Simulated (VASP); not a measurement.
Crystal: Co.

```
CELL_PARAMETERS angstrom
0.00000 1.75666 1.75666
1.75666 0.00000 1.75666
1.75666 1.75666 0.00000
ATOMIC_POSITIONS crystal
Co 0.00000 0.00000 0.00000
```

```yaml
Program: VASP 6.6.1
Task: relaxation of cell and atoms
Functional: PBEsol
Potentials_or_basis: VASP PAW PBE potentials, release 64 (Co)
Cutoff: 600 eV
k_mesh: 8 × 8 × 8
Occupations: gaussian, width 0.1 eV
Spin: collinear spin, ferromagnetic start
Starting_moments: "[1.93] μB"
```

At the start: pressure -8.6 GPa; volume 10.84 Å³/atom.

Task: How do energy, volume and symmetry change on relaxing?

Result: Over 3 steps the energy falls by 11.1 meV/atom and the volume is 10.45 Å³/atom (-3.6 %); space group Fm-3m (No. 225, to 0.05 Å); moment 1.70 μB per cell.

Step by step:
```tsv
step	energy change (eV)	largest force (eV/Å)	pressure (GPa)	volume (Å³)
1	0.0000	0.0000	-8.59	10.84
2	0.0086	0.0000	13.55	9.96
3	-0.0111	0.0000	-0.08	10.45
```

Final structure:
```
CELL_PARAMETERS angstrom
0.00000 1.73513 1.73513
1.73513 0.00000 1.73513
1.73513 1.73513 0.00000
ATOMIC_POSITIONS crystal
Co 0.00000 0.00000 0.00000
```

Caveat: the k points lie up to 0.39 Å⁻¹ apart in the final cell; the PAW data sets were made with another functional, which shifts forces and pressure a little.
